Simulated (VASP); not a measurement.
MgPb2N2: single point with PBE+D3(BJ)

Crystal: MgPb2N2.

```
Mg Pb N
1.0
     3.45826    0.00000    0.00000
    -1.72913    2.99495    0.00000
     0.00000    0.00000    9.41608
Mg Pb N
1 2 2
Direct
  0.00000 0.00000 0.00000
  0.66667 0.33333 0.28655
  0.33333 0.66667 0.71345
  0.66667 0.33333 0.86182
  0.33333 0.66667 0.13818
```

```yaml
Program: VASP 6.6.1
Task: single point
Functional: PBE
Dispersion: D3(BJ)
Potentials_or_basis: VASP PAW PBE potentials, release 64 (Mg, Pb_d, N)
Cutoff: 520 eV
k_mesh: 6 × 6 × 2
Occupations: gaussian, width 0.01 eV
Spin: no spin polarisation
```

```yaml
Pressure: -6.8 GPa
Largest_force: 0.603 eV/Å
Band_gap_on_the_k_mesh: 0.42 eV
Dispersion_energy_per_atom: -0.282 eV
```

Forces in eV/Å, atoms in the order of the input:
```
Mg   0.000  0.000  0.000
Pb   0.000  0.000 -0.603
Pb   0.000  0.000  0.603
N    0.000  0.000 -0.224
N    0.000  0.000  0.224
```

Stress tensor (GPa, compression positive):
```
-6.92  0.00  0.00
 0.00 -6.92  0.00
 0.00  0.00 -6.50
```

Levels at points of the mesh, in eV from the valence-band top:
| k point | band 16 | band 17 | band 18 | band 19 | band 20 | band 21 | band 22 | band 23 | band 24 | band 25 |
| --- | --- | --- | --- | --- | --- | --- | --- | --- | --- | --- |
| (0.00, 0.00, 0.00) | -0.87 | -0.87 | -0.58 | -0.58 | 0.00 | 0.42 | 2.58 | 6.64 | 7.31 | 7.31 |
| (0.50, 0.00, 0.00) | -3.12 | -2.42 | -1.88 | -1.45 | -1.22 | 0.87 | 1.41 | 3.76 | 4.58 | 5.52 |
| (0.00, 0.00, 0.50) | -1.15 | -0.87 | -0.87 | -0.58 | -0.58 | 1.55 | 2.27 | 6.74 | 7.18 | 7.18 |
| (0.50, 0.00, 0.50) | -3.36 | -2.34 | -1.87 | -1.46 | -1.30 | 0.60 | 1.99 | 3.18 | 5.42 | 5.75 |

Run time: 98 s on 1 thread of Intel Xeon 8259CL, with other jobs on the host, peak memory 0.24 GiB.

Caveat: the cell stands under tension; spin-orbit coupling is left out, which moves the levels of the heavy elements. A k mesh can miss the band edges.
